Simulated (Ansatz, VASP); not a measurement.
TiSi2 in VASP and in Ansatz

```
CELL_PARAMETERS angstrom
4.80774 0.00000 0.00000
0.00000 -4.13518 4.27960
0.00000 -4.13518 -4.27960
ATOMIC_POSITIONS crystal
Ti 0.25000 0.50000 0.00000
Ti 0.75000 0.00000 0.50000
Ti 0.00000 0.50000 0.50000
Ti 0.50000 0.00000 0.00000
Si 0.75000 0.66318 0.16318
Si 0.25000 0.16318 0.66318
Si 0.75000 0.33682 0.83682
Si 0.25000 0.83682 0.33682
Si 0.00000 0.83682 0.83682
Si 0.50000 0.33682 0.33682
Si 0.00000 0.16318 0.16318
Si 0.50000 0.66318 0.66318
```

Alike in both runs: functional PBE; k mesh 8 × 6 × 6; occupations gaussian, width 0.1 eV; no spin polarisation.

Ansatz relaxed the structure, and its values are those at the end. VASP's run is a single point on that final structure, the one shown.

|  | VASP | Ansatz |
| --- | --- | --- |
| version | VASP 6.6.1 | Ansatz 0.2.0 |
| potentials or method | VASP PAW PBE potentials, release 64 (Ti_sv, Si), cutoff 520 eV | scalar-relativistic, plane waves, PAW |
| valence electrons in the cell | 80 | 80 |

|  | VASP | Ansatz | Ansatz less VASP |
| --- | --- | --- | --- |
| gap on the k mesh at the Fermi level (eV) | none | none | - |
| pressure (GPa) | 0.0 | 0.0 | +0.01 |

A gap of «none» marks a metal or a gap that the smearing closes. With one functional, cell and mesh, what is left measures potentials, basis and numerics.
